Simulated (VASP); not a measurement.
# NaI (I4_1/amd) in VASP: single point with r2SCAN

Aim: the single point of NaI with r2SCAN.

Program: VASP 6.6.1. These are calculated values, not measurements. Logs are shortened: lines on timing, memory, paths and dates and some standing lists are left out, and cuts for length are marked.

## 1. The cell of the first run

It takes space group I4_1/amd (No. 141, tetragonal). Conventional cell: a = 4.429 Å, b = 4.429 Å, c = 17.229 Å, α = 90.00°, β = 90.00°, γ = 90.00°. Within 4.1 Å of Na (site symmetry -4m2) lie 4 I at 3.13 Å. I (site symmetry -4m2) has 4 Na at 3.13 Å within 4.1 Å.

## 2. Single point, r2SCAN

Contents of POSCAR:

```
NaI
1.0
   -2.2145130000      2.2145130000      8.6146851600
    2.2145130000     -2.2145130000      8.6146851600
    2.2145130000      2.2145130000     -8.6146851600
Na I
2 2
Direct
    0.2500000000      0.7500000000      0.5000000000
    0.5000000000      0.5000000000      0.0000000000
    0.7500000000      0.2500000000      0.5000000000
    0.0000000000      0.0000000000      0.0000000000
```

Contents of INCAR.step1:

```
SYSTEM = NaI
PREC = Accurate ; ENCUT = 520
ISMEAR = -1 ; SIGMA = 0.02
LREAL = .FALSE. ; LASPH = .TRUE.
NELM = 80 ; NBANDS = 22
GGA = PE ; ALGO = Normal
EDIFF = 1E-4 ; LWAVE = .TRUE.
LCHARG = .FALSE.
```

Contents of INCAR.step2:

```
SYSTEM = NaI
PREC = Accurate ; ENCUT = 520
EDIFF = 1E-7 ; ISMEAR = -1
SIGMA = 0.02 ; LREAL = .FALSE.
LASPH = .TRUE. ; NELM = 80
ALGO = Normal ; ISIF = 2
LWAVE = .FALSE. ; LCHARG = .FALSE.
METAGGA = R2SCAN ; LMIXTAU = .TRUE.
NBANDS = 22 ; ISTART = 1
```

Contents of KPOINTS:

```
regular mesh
0
G
  6 6 6
  0 0 0
```

Potentials or basis: VASP PAW PBE potentials, release 64 (Na_pv, I).

Launch:

```console
> cat potpaw_PBE.64/Na_pv/POTCAR potpaw_PBE.64/I/POTCAR > POTCAR
> cp INCAR.step1 INCAR
> mpirun -np 1 vasp_std > vasp.out
> cp INCAR.step2 INCAR
> mpirun -np 1 vasp_std > vasp.out
```

OUTCAR:

```text
SYSTEM = NaI
   PREC = Accurate
   ENCUT = 520
   EDIFF = 1E-7
   ISMEAR = -1
   LREAL = .FALSE.
   LASPH = .TRUE.
   NELM = 80
   ISIF = 2
   METAGGA = R2SCAN
   ISTART = 1

 ion  position               nearest neighbor table
   1  0.250  0.750  0.500-   3 3.13   3 3.13   3 3.13   3 3.13
   2  0.500  0.500  0.000-   4 3.13   4 3.13   4 3.13   4 3.13
   3  0.750  0.250  0.500-   1 3.13   1 3.13   1 3.13   1 3.13
   4  0.000  0.000  0.000-   2 3.13   2 3.13   2 3.13   2 3.13

  LATTYP: Found a body centered tetragonal cell.
 ALAT       =     4.4290260000
 C/A-ratio  =     3.8901036752

  Lattice vectors:

 A1 = (  -2.2145130000,   2.2145130000,   8.6146851600)
 A2 = (   2.2145130000,  -2.2145130000,   8.6146851600)
 A3 = (   2.2145130000,   2.2145130000,  -8.6146851600)

Analysis of symmetry for initial positions (statically):
=====================================================================
 Subroutine PRICEL returns:
 Original cell was already a primitive cell.

 Routine SETGRP: Setting up the symmetry group for a
 body centered tetragonal supercell.

 Subroutine GETGRP returns: Found 16 space group operations
 (whereof  8 operations were pure point group operations)
 out of a pool of 16 trial point group operations.

The static configuration has the point symmetry D_2d.
 The point group associated with its full space group is D_4h.

Analysis of symmetry for dynamics (positions and initial velocities):
=====================================================================
 Subroutine PRICEL returns:
 Original cell was already a primitive cell.

 Routine SETGRP: Setting up the symmetry group for a
 body centered tetragonal supercell.

 Subroutine GETGRP returns: Found 16 space group operations
 (whereof  8 operations were pure point group operations)
 out of a pool of 16 trial point group operations.

The dynamic configuration has the point symmetry D_2d.
 The point group associated with its full space group is D_4h.

 Subroutine INISYM returns: Found 16 space group operations
 (whereof  8 operations are pure point group operations),
 and found     1 'primitive' translations

----------------------------------------------------------------------------------------

                                     Primitive cell

  volume of cell :     168.9880

  direct lattice vectors                    reciprocal lattice vectors
    -2.214513000  2.214513000  8.614685160     0.000000000  0.225783276  0.058040426
     2.214513000 -2.214513000  8.614685160     0.225783276  0.000000000  0.058040426
     2.214513000  2.214513000 -8.614685160     0.225783276  0.225783276  0.000000000

  length of vectors
     9.166293474  9.166293474  9.166293474     0.233123956  0.233123956  0.319305771

  position of ions in fractional coordinates (direct lattice)
     0.250000000  0.750000000  0.500000000
     0.500000000  0.500000000  0.000000000
     0.750000000  0.250000000  0.500000000
     0.000000000  0.000000000  0.000000000

  ion indices of the primitive-cell ions
   primitive index   ion index
                 1           1
                 2           2
                 3           3
                 4           4

----------------------------------------------------------------------------------------

 KPOINTS: regular mesh

Automatic generation of k-mesh.
 Grid dimensions read from file:
 generate k-points for:    6    6    6

 Generating k-lattice:

  Cartesian coordinates                     Fractional coordinates (reciprocal lattice)
     0.000000000  0.037630546  0.009673404     0.166666667 -0.000000000  0.000000000
     0.037630546  0.000000000  0.009673404    -0.000000000  0.166666667  0.000000000
     0.037630546  0.037630546  0.000000000     0.000000000  0.000000000  0.166666667

  Length of vectors
     0.038853993  0.038853993  0.053217629

  Shift w.r.t. Gamma in fractional coordinates (k-lattice)
     0.000000000  0.000000000  0.000000000

 Subroutine IBZKPT returns following result:
 ===========================================

 Found     30 irreducible k-points:

 Following reciprocal coordinates:
            Coordinates               Weight
  0.000000  0.000000  0.000000      1.000000
  0.166667  0.000000  0.000000      8.000000
  0.333333 -0.000000  0.000000      8.000000
  0.500000  0.000000  0.000000      4.000000
  0.166667  0.166667  0.000000      8.000000
  0.333333  0.166667  0.000000     16.000000
[... 16 lines left out ...]
 -0.333333 -0.333333  0.166667      8.000000
 -0.166667 -0.333333  0.166667      8.000000
 [... further k-points ...]
   k-points           NKPTS =     30   k-points in BZ     NKDIM =     30   number of bands    NBANDS=     22
   number of dos      NEDOS =    301   number of ions     NIONS =      4
   total plane-waves  NPLWV = 343000
   dimension x,y,z NGX =    70 NGY =   70 NGZ =   70
   dimension x,y,z NGXF=   140 NGYF=  140 NGZF=  140
   ions per type =               2   2
   NGX,Y,Z   is equivalent  to a cutoff of  12.70, 12.70, 12.70 a.u.
   NGXF,Y,Z  is equivalent  to a cutoff of  25.39, 25.39, 25.39 a.u.
 SYSTEM =  NaI
   PREC   = accura    normal or accurate (medium, high low for compatibility)
   ISTART =      1    job   : 0-new  1-cont  2-samecut
   ICHARG =      0    charge: 1-file 2-atom 10-const
   ISPIN  =      1    spin polarized calculation?
   LNONCOLLINEAR =      F non collinear calculations
   LSORBIT =      F    spin-orbit coupling
   LASPH  =      T    aspherical Exc in radial PAW
   ENCUT  =  520.0 eV  38.22 Ry    6.18 a.u.  17.04 17.04 17.04*2*pi/ulx,y,z
   NELM   =     80;   NELMIN=  2; NELMDL=  0     # of ELM steps
   EDIFF  = 0.1E-06   stopping-criterion for ELM
   LREAL  =      F    real-space projection
   EDIFFG = 0.1E-05   stopping-criterion for IOM
   NSW    =      0    number of steps for IOM
   IBRION =     -1    ionic relax: 0-MD 1-quasi-New 2-CG
   NFREE  =      0    steps in history (QN), initial steepest desc. (CG)
   ISIF   =      2    stress and relaxation
   ISYM   =      2    0-nonsym 1-usesym 2-fastsym
   POTIM  = 0.5000    time-step for ionic-motion
   TEBEG  =    0.0;   TEEND  =   0.0 temperature during run
   PSTRESS=    0.0 pullay stress
   NELECT =      28.0000    total number of electrons
   NUPDOWN=      -1.0000    fix difference up-down
   EMIN   =  10.00;   EMAX   =-10.00  energy-range for DOS
   EFERMI =   0.00;   METHOD = LEGACY
   ISMEAR =    -1;   SIGMA  =   0.02  broadening in eV -4-tet -1-fermi 0-gaus
   EFERMI_NEDOS =   21; number of points for ismear=-14 and -15
   IALGO  =     38    algorithm
   IMIX   =      4    mixing-type and parameters
     AMIX     =   0.40;   BMIX     =  1.00
     AMIX_MAG =   1.60;   BMIX_MAG =  1.00
  volume/ion in A,a.u.               =      42.25       285.10
  Fermi-wavevector in a.u.,A,eV,Ry     =   0.899171  1.699187 11.000422  0.808508
  Thomas-Fermi vector in A             =   2.021971
   LORBIT       =      0    0 simple, 1 ext, 2 COOP (PROOUT), +10 PAW based schemes
   METAGGA = R2SCAN    functional components
   LHFCALC =     F    Hartree Fock is set to
   AEXX    =    0.0000 exact exchange contribution
   IVDW    =     0    specifies the selected vdW correction
   LEPSILON=     F    determine dielectric tensor
   LRPA    =     F    only Hartree local field effects (RPA)
 non-spin polarized calculation
  energy-cutoff  :      520.00
  volume of cell :      168.99
 maximum number of plane-waves:      4570
 NGX is ok and might be reduce to    70
   NGX = 35   NGY = 35   NGZ = 35

 number of electron      28.0000003 magnetization

 Free energy of the ion-electron system (eV)
  ---------------------------------------------------
  ext. energy  EPLUGINS =         0.00000000
  ---------------------------------------------------
  free energy    TOTEN  =       -61.57403296 eV

  energy without entropy =      -61.57403296  energy(sigma->0) =      -61.57403296

 E-fermi :  -0.2004     XC(G=0):  -7.0350

 val. band max:       -0.7126253409   @ k =  -0.3333   0.3333   0.0000
 cond. band min:       3.0668702786   @ k =   0.0000   0.0000   0.0000
 fundamental gap:      3.7794956196
 Fermi energy:        -0.2004308918

 k-point     1 :       0.0000    0.0000    0.0000
  band No.  band energies     occupation
      1     -24.3340      2.00000
      2     -24.3331      2.00000
      3     -24.2806      2.00000
      4     -24.2806      2.00000
      5     -24.2806      2.00000
      6     -24.2806      2.00000
[... 14 lines left out ...]
     21       9.3505      0.00000
     22       9.3510      0.00000

 k-point     2 :       0.1667    0.0000    0.0000
  band No.  band energies     occupation
      1     -24.3339      2.00000
      2     -24.3330      2.00000
      3     -24.2817      2.00000
      4     -24.2816      2.00000
      5     -24.2804      2.00000
      6     -24.2804      2.00000
[... 14 lines left out ...]
     21       8.1008      0.00000
     22       9.0410      0.00000

 k-point     3 :       0.3333   -0.0000    0.0000
  band No.  band energies     occupation
      1     -24.3337      2.00000
      2     -24.3330      2.00000
      3     -24.2838      2.00000
      4     -24.2837      2.00000
      5     -24.2800      2.00000
      6     -24.2799      2.00000
[... 14 lines left out ...]
     21       8.3440      0.00000
     22       8.6756      0.00000
[... 476 lines left out ...]
 k-point    23 :      -0.3333   -0.3333    0.1667
  band No.  band energies     occupation
      1     -24.3336      2.00000
      2     -24.3332      2.00000
      3     -24.2815      2.00000
      4     -24.2815      2.00000
      5     -24.2813      2.00000
      6     -24.2813      2.00000
[... 14 lines left out ...]
     21       8.0551      0.00000
     22       8.1282      0.00000

 k-point    24 :      -0.1667   -0.3333    0.1667
  band No.  band energies     occupation
      1     -24.3338      2.00000
      2     -24.3332      2.00000
      3     -24.2817      2.00000
      4     -24.2816      2.00000
      5     -24.2804      2.00000
      6     -24.2803      2.00000
[... 14 lines left out ...]
     21       8.2836      0.00000
     22       8.8550      0.00000

 [... further k-points ...]

------------------------ aborting loop because EDIFF is reached ----------------------------------------

  FORCE on cell =-STRESS in cart. coord.  units (eV):
  Direction    XX          YY          ZZ          XY          YZ          ZX
  --------------------------------------------------------------------------------------
  -------------------------------------------------------------------------------------
  Total       -0.3857184     -0.3857184     -0.2729177      0.0000000      0.0000000      0.0000000
  in kB       -3.6570005     -3.6570005     -2.5875365      0.0000000      0.0000000      0.0000000
  external PRESSURE =      -3.3005125 kB  Pullay stress =       0.0000000 kB

 VOLUME and BASIS-vectors are now :
 -----------------------------------------------------------------------------
  energy-cutoff  :      520.00
  volume of cell :      168.99
      direct lattice vectors                 reciprocal lattice vectors
    -2.214513000  2.214513000  8.614685160     0.000000000  0.225783276  0.058040426
     2.214513000 -2.214513000  8.614685160     0.225783276  0.000000000  0.058040426
     2.214513000  2.214513000 -8.614685160     0.225783276  0.225783276  0.000000000

 POSITION                                       TOTAL-FORCE (eV/Angst)
 -----------------------------------------------------------------------------------
      2.21451      0.00000      4.30734        -0.000000     -0.000000     -0.000000
      0.00000      0.00000      8.61469         0.000000      0.000000      0.000000
      0.00000      2.21451      4.30734        -0.000000      0.000000      0.000000
      0.00000      0.00000      0.00000         0.000000      0.000000     -0.000000
 -----------------------------------------------------------------------------------
    total drift:                                0.000000     -0.000000      0.000000

  FREE ENERGIE OF THE ION-ELECTRON SYSTEM (eV)
  ---------------------------------------------------
  free  energy   TOTEN  =       -61.5740329624 eV

  energy  without entropy=      -61.5740329624  energy(sigma->0) =      -61.57403296
```

Wall time 44 min (1 thread of AMD EPYC 7R13 (Zen 3), shared host); peak memory 0.79 GiB.

Results:

```
Free energy            : -61.5740 eV
Pressure               : -0.3 GPa
Band gap on the k mesh : 3.78 eV, indirect (least direct gap 3.84 eV)
```

Stress tensor (GPa, compression positive):
```
-0.37  0.00  0.00
 0.00 -0.37  0.00
 0.00  0.00 -0.26
```

Caveat: the PAW data sets were made with another functional, which shifts forces and pressure a little; spin-orbit coupling is left out, which moves the levels of the heavy elements. r2SCAN opens gaps a little over a GGA but as a rule still falls short of measured ones.
